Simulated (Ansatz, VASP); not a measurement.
## CsCl in VASP and in Ansatz

```
CELL_PARAMETERS angstrom
4.12300 0.00000 0.00000
0.00000 4.12300 0.00000
0.00000 0.00000 4.12300
ATOMIC_POSITIONS crystal
Cs 0.00000 0.00000 0.00000
Cl 0.50000 0.50000 0.50000
```

Alike in both runs: task relaxation of cell and atoms; functional PBEsol; k mesh 12 × 12 × 12; occupations fermi-dirac, width 0.1 eV; no spin polarisation.

|  | VASP | Ansatz |
| --- | --- | --- |
| version | VASP 6.6.1 | Ansatz 0.2.0 |
| potentials or method | VASP PAW PBE potentials, release 64 (Cs_sv, Cl) | PAW with Ansatz's default frozen-core files, scalar-relativistic |
| plane-wave cutoff (eV) | 500 | 420 |
| valence electrons in the cell | 16 | 16 |

Ansatz gave:

* relaxed volume (Å³/atom): 33.59
* relaxed cell length with the largest relative difference (Å): 4.065

Q: Which values does VASP return?

A: Relaxed volume (Å³/atom): 33.75; relaxed cell length with the largest relative difference (Å): 4.072.

VASP's potentials were made for PBE, not for PBEsol.

Spin-orbit coupling is off throughout.
